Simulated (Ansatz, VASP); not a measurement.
This is a calculation of Ti for VASP 6.6.1.

Contents of INCAR:

```
PREC = Accurate ; ENCUT = 520
EDIFF = 1E-6 ; ISMEAR = 0
SIGMA = 0.016 ; LREAL = F
LASPH = T ; NELM = 60
ALGO = Normal ; ISIF = 2
LWAVE = F ; LCHARG = T
GGA = PE ; LELF = T
LVHAR = T ; NBANDS = 12
```

File KPOINTS:

```
regular mesh
0
Gamma
  11 11 11
```

The input POSCAR:

```
Ti
1.0
   -1.6410000000      1.6410000000      1.6410000000
    1.6410000000     -1.6410000000      1.6410000000
    1.6410000000      1.6410000000     -1.6410000000
Ti
1
Direct
    0.0000000000      0.0000000000      0.0000000000
```

Potentials or basis: VASP PAW PBE potentials, release 64 (Ti_sv).

Launch:

```bash
$ cat potpaw_PBE.64/Ti_sv/POTCAR > POTCAR
$ mpirun -np 1 vasp_std > vasp.out
```

Q: Translate it to Ansatz 0.2.0. Potentials there: all-electron LAPW, scalar-relativistic.

A: As run (the cutoff follows the program's own potentials):

Contents of input.yaml:

```yaml
crystal:
  lattice:
    - [-1.641, 1.641, 1.641]
    - [1.641, -1.641, 1.641]
    - [1.641, 1.641, -1.641]
  atoms:
    - { symbol: Ti, position: [0.0, 0.0, 0.0] }
kpoints:
  mp_grid: { grid: [11, 11, 11] }
scf:
  occupations: { method: gaussian, width: 0.016 }
hamiltonian:
  xc: pbe
  pseudopotentials: { kind: all_electron, lapw: { basis_error: 0.001 } }
output:
  forces: true
  stress: true
  eigenvalues: true
```

Potentials or basis: all-electron LAPW, scalar-relativistic.

Launch:

```bash
$ ansatz run input.yaml --threads 1 --pin off --max-ram 3072MiB --backend cpu --events-out ev --progress --plain --runs-dir out
```

Both were run:

|  | VASP | Ansatz | Ansatz less VASP |
| --- | --- | --- | --- |
| gap on the k mesh at the Fermi level (eV) | none | none | - |
| pressure (GPa) | -3.1 | -2.9 | +0.23 |

A gap of «none» marks a metal or a gap that the smearing closes. Ansatz ran all-electron here, and VASP with PAW potentials.
